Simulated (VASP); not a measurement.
Set up this calculation in VASP 6.6.1, as the native input.

```yaml
Task: single point
Functional: r2SCAN
Potentials_or_basis: VASP PAW PBE potentials, release 64 (Si, C)
Cutoff: 520 eV
k_mesh: 8 × 8 × 3
Occupations: gaussian, width 0.05 eV
Spin: no spin polarisation
Dipole_correction: no
Further_INCAR_settings: ALGO = Normal; EDIFF = 1e-06; NBANDS = 26
```

SiC:

```
Si C
1.0
    -3.07520    0.00000    0.00000
    -1.53760   -2.66320    0.00000
    -3.45959   -1.99740   10.09633
Si C
4 4
Direct
  0.65379 0.65379 0.90605
  0.02879 0.02879 0.40605
  0.54963 0.54963 0.15605
  0.17463 0.17463 0.65605
  0.26287 0.26287 0.09395
  0.88787 0.88787 0.59395
  0.40871 0.40871 0.34395
  0.03371 0.03371 0.84395
```

The input as run:

POSCAR

```
SiC
1.0
   -3.0751950066      0.0000000000      0.0000000000
   -1.5375975033     -2.6631969973      0.0000000000
   -3.4595943824     -1.9973977480     10.0963337124
Si C
4 4
Direct
   -0.3462052476     -0.3462052476      0.9060514413
    0.0287947524      0.0287947524      0.4060514413
    0.5496280857      0.5496280857      0.1560514413
    0.1746280857      0.1746280857      0.6560514413
    0.2628719143      0.2628719143      0.0939485587
   -0.1121280857     -0.1121280857      0.5939485587
    0.4087052476      0.4087052476      0.3439485587
    0.0337052476      0.0337052476      0.8439485587
```

INCAR.step1

```
ALGO     = Normal         # electronic algorithm
EDIFF    = 1E-4           # SCF threshold, eV
ENCUT    = 520            # plane-wave cutoff, eV
GGA      = PE             # functional
ISMEAR   = 0              # smearing method
LASPH    = T              # aspherical terms in the spheres
LCHARG   = F              # write CHGCAR
LREAL    = F              # projectors in reciprocal space
LWAVE    = T              # write WAVECAR
NBANDS   = 26             # bands
NELM     = 60             # most SCF steps
PREC     = Accurate       # precision mode
SIGMA    = 0.05           # smearing width, eV
```

INCAR.step2

```
ALGO     = Normal         # electronic algorithm
EDIFF    = 1E-6           # SCF threshold, eV
ENCUT    = 520            # plane-wave cutoff, eV
ISIF     = 2              # what is computed and relaxed
ISMEAR   = 0              # smearing method
ISTART   = 1            
LASPH    = T              # aspherical terms in the spheres
LCHARG   = F              # write CHGCAR
LMIXTAU  = T            
LREAL    = F              # projectors in reciprocal space
LWAVE    = F              # write WAVECAR
METAGGA  = R2SCAN         # meta-GGA
NBANDS   = 26             # bands
NELM     = 60             # most SCF steps
PREC     = Accurate       # precision mode
SIGMA    = 0.05           # smearing width, eV
```

KPOINTS

```
k-points
0
Gamma
  8 8 3
```

Potentials or basis: VASP PAW PBE potentials, release 64 (Si, C).

The run is started by

```console
$ cat potpaw_PBE.64/Si/POTCAR potpaw_PBE.64/C/POTCAR > POTCAR
$ cp INCAR.step1 INCAR
$ mpirun -np 1 vasp_std > vasp.out
$ cp INCAR.step2 INCAR
$ mpirun -np 1 vasp_std > vasp.out
```

Results of the run:

```
Pressure               : -2.2 GPa
Largest force          : 1.587 eV/Å
Band gap on the k mesh : 0.58 eV, indirect (least direct gap 1.43 eV)
```

Caveat: the PAW data sets were made with another functional, which shifts forces and pressure a little.

It took 5.6 min on 1 thread of Intel(R) Xeon(R) 6975P-C (Granite Rapids) (shared host), peak memory 0.26 GiB.
